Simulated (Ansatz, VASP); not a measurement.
**Two plane-wave programs on VS3**

```xyz
8
Lattice="4.9039 0.0000 0.0000 0.0000 4.9039 0.0000 0.0000 0.0000 4.9039" Properties=species:S:1:pos:R:3 pbc="T T T"
V     0.0000    0.0000    0.0000
V     2.4520    2.4520    2.4520
S     0.0000    2.4520    1.2260
S     0.0000    2.4520    3.6779
S     1.2260    0.0000    2.4520
S     3.6779    0.0000    2.4520
S     2.4520    3.6779    0.0000
S     2.4520    1.2260    0.0000
```

Alike in both runs: functional PBE; k mesh 8 × 8 × 8; occupations gaussian, width 0.1 eV; collinear spin.

Ansatz relaxed the structure, and its values are those at the end. VASP's run is a single point on that final structure, the one shown.

|  | VASP | Ansatz |
| --- | --- | --- |
| version | VASP 6.6.1 | Ansatz 0.2.0 |
| potentials or method | VASP PAW PBE potentials, release 64 (V_sv, S), cutoff 500 eV | scalar-relativistic, plane waves, PAW |
| valence electrons in the cell | 62 | 62 |

|  | VASP | Ansatz | Ansatz less VASP |
| --- | --- | --- | --- |
| gap on the k mesh at the Fermi level (eV) | none | none | - |
| pressure (GPa) | -2.7 | 0.0 | +2.69 |
| net moment per atom (μB) | 0.00 | 0.22 | +0.219 |
| size of the moment on the site where the two differ most (μB) | 0.00 | 1.39 | +1.390 |

The net moments are unlike, so the other rows may belong to different states. Site moments also hang on the region over which each program counts them. A gap of «none» marks a metal or a gap that the smearing closes.
